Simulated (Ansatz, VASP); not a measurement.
One calculation of SnO, two programs

```
CELL_PARAMETERS angstrom
3.80200 -0.01901 -0.01901
-0.01901 3.80200 -0.01901
-0.02418 -0.02418 4.83600
ATOMIC_POSITIONS crystal
Sn 0.00000 0.50000 0.23850
Sn 0.50000 0.00000 0.76150
O 0.00000 0.00000 0.00000
O 0.50000 0.50000 0.00000
```

Change from the starting cell: equal xy, yz and zx shear strains of -1 %, PAW files.

Alike in both runs: task electric field gradients; functional LDA; k mesh 6 × 6 × 5; occupations fermi-dirac, width 0.02 eV; no spin polarisation.

|  | VASP | Ansatz |
| --- | --- | --- |
| version | VASP 6.6.1 | Ansatz 0.2.0 |
| potentials or method | VASP PAW LDA potentials, release 64 (Sn_d, O) | PAW with Ansatz's default frozen-core files, scalar-relativistic |
| plane-wave cutoff (eV) | 520 | 420 |
| valence electrons in the cell | 40 | 40 |

|  | VASP | Ansatz | Ansatz less VASP |
| --- | --- | --- | --- |
| pressure (GPa) | -2.5 | -2.8 | -0.32 |
| traceless stress, the component that is largest in VASP (GPa) | 0.84 | 0.85 | +0.003 |
| rms of the force components (eV/Å) | 0.071 | 0.110 | +0.0392 |
| size of Vzz on the site where it differs most (V/Å²) | 165.4 | 171.0 | +5.56 |

LDA's correlation is that of Perdew and Zunger in VASP and of Perdew and Wang (1992) in Ansatz. Atom by atom the forces differ by 0.044 eV/Å (rms over components).
